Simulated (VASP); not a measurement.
Write the native input for VASP 6.6.1 that does the following.

| Item | Value |
| --- | --- |
| Task | single point |
| Functional | r2SCAN |
| Potentials or basis | VASP PAW PBE potentials, release 64 (Na_pv, Te, Sc_sv) |
| Cutoff | 520 eV |
| k mesh | 4 × 4 × 4 |
| Occupations | fermi-dirac, width 0.02 eV |
| Spin | no spin polarisation |
| Dipole correction | no |
| Further INCAR settings | ALGO = Normal; EDIFF = 1e-06; NBANDS = 23 |

Crystal: NaScTe2.

```
CELL_PARAMETERS angstrom
4.30993 0.00000 0.00000
0.00000 4.30993 0.00000
0.00000 0.00000 5.89917
ATOMIC_POSITIONS crystal
Na 0.00000 0.00000 0.00000
Te 0.00000 0.00000 0.50000
Te 0.50000 0.50000 0.00000
Sc 0.50000 0.50000 0.50000
```

The input as run:

POSCAR

```
NaScTe2
1.0
    4.3099310216      0.0000000000      0.0000000000
    0.0000000000      4.3099310216      0.0000000000
    0.0000000000      0.0000000000      5.8991668760
Na Te Sc
1 2 1
Direct
    0.0000000000      0.0000000000      0.0000000000
    0.0000000000      0.0000000000      0.5000000000
    0.5000000000      0.5000000000      0.0000000000
    0.5000000000      0.5000000000      0.5000000000
```

INCAR.step1

```
SYSTEM = NaScTe2
ALGO = Normal
EDIFF = 1E-4
ENCUT = 520
GGA = PE
ISMEAR = -1
LASPH = .True.
LCHARG = .False.
LREAL = .False.
LWAVE = .True.
NBANDS = 23
NELM = 100
PREC = Accurate
SIGMA = 0.02
```

INCAR.step2

```
SYSTEM = NaScTe2
ALGO = Normal
EDIFF = 1E-6
ENCUT = 520
ISIF = 2
ISMEAR = -1
ISTART = 1
LASPH = .True.
LCHARG = .True.
LELF = .True.
LMIXTAU = .True.
LREAL = .False.
LVHAR = .True.
LWAVE = .False.
METAGGA = R2SCAN
NBANDS = 23
NELM = 100
PREC = Accurate
SIGMA = 0.02
```

KPOINTS

```
k-points
0
Gamma
  4 4 4
  0 0 0
```

Potentials or basis: VASP PAW PBE potentials, release 64 (Na_pv, Te, Sc_sv).

The run is started by

```console
$ cat potpaw_PBE.64/Na_pv/POTCAR potpaw_PBE.64/Te/POTCAR potpaw_PBE.64/Sc_sv/POTCAR > POTCAR
$ cp INCAR.step1 INCAR
$ mpirun -np 1 vasp_std > vasp.out
$ cp INCAR.step2 INCAR
$ mpirun -np 1 vasp_std > vasp.out
```

It gave:

```yaml
Pressure: 0.0 GPa
Band_gap_on_the_k_mesh: zero (bands 15 and 16 overlap by 0.06 eV)
```

Caveat: the k points lie up to 0.36 Å⁻¹ apart; semilocal functionals underestimate gaps, and a narrow one can read as zero; the PAW data sets were made with another functional, which shifts forces and pressure a little; spin-orbit coupling is left out, which moves the levels of the heavy elements.

Run time: 100 s on 1 thread of Intel(R) Xeon(R) Platinum 8559C (Emerald Rapids) (shared host), peak memory 0.24 GiB.
